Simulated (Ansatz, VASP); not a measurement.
Ge: VASP beside Ansatz

```
Ge
1.0
    -2.56076    2.71974    1.47429
     2.56076   -2.71974    1.47429
     2.56076    2.71974   -1.47429
Ge
2
Direct
  0.18594 0.93594 0.25000
  0.81406 0.06406 0.75000
```

Alike in both runs: task single point; functional LDA; k mesh 11 × 11 × 11; no spin polarisation.

|  | VASP | Ansatz |
| --- | --- | --- |
| version | VASP 6.6.1 | Ansatz 0.2.0 |
| potentials or method | VASP PAW LDA potentials, release 64 (Ge_d), cutoff 520 eV | plane waves, PAW |
| occupations | fermi-dirac, width 0.1 eV | fermi-dirac |
| valence electrons in the cell | 28 | 28 |

|  | VASP | Ansatz | Ansatz less VASP |
| --- | --- | --- | --- |
| pressure (GPa) | -8.2 | -8.1 | +0.06 |
| traceless stress, the component that is largest in VASP (GPa) | 0.67 | 0.66 | -0.008 |

LDA's correlation is that of Perdew and Zunger in VASP and of Perdew and Wang (1992) in Ansatz.
